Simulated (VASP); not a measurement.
HgTe, 16 atoms in the cell. The typed cell holds 16 atoms: a = 9.303 Å, b = 9.303 Å, c = 9.303 Å, α = 60.00°, β = 60.00°, γ = 60.00°. 

```yaml
Program: VASP 6.6.1
Task: single point
Functional: r2SCAN
Potentials_or_basis: VASP PAW PBE potentials, release 64 (Hg, Te)
Cutoff: 520 eV
k_mesh: 2 × 2 × 2
Occupations: fermi-dirac, width 0.052 eV
Spin: no spin polarisation
Dipole_correction: no
Further_INCAR_settings: LREAL = Auto; ALGO = Normal; EDIFF = 1e-06; NBANDS = 86
```

Potentials or basis: VASP PAW PBE potentials, release 64 (Hg, Te).

Launch:

```bash
$ cat potpaw_PBE.64/Hg/POTCAR potpaw_PBE.64/Te/POTCAR > POTCAR
$ cp INCAR.step1 INCAR
$ mpirun -np 1 vasp_std > vasp.out
$ cp INCAR.step2 INCAR
$ mpirun -np 1 vasp_std > vasp.out
```

Hardware: 1 thread of Intel(R) Xeon(R) Platinum 8259CL CPU @ 2.50GHz (Skylake/Cascade Lake), with other jobs on the host.

Q: Estimate the wall time of this run.

A: Run time: 46 min on 1 thread of Intel(R) Xeon(R) Platinum 8259CL CPU @ 2.50GHz (Skylake/Cascade Lake), on a shared host, peak memory 0.9 GiB. Counts: k points 8.
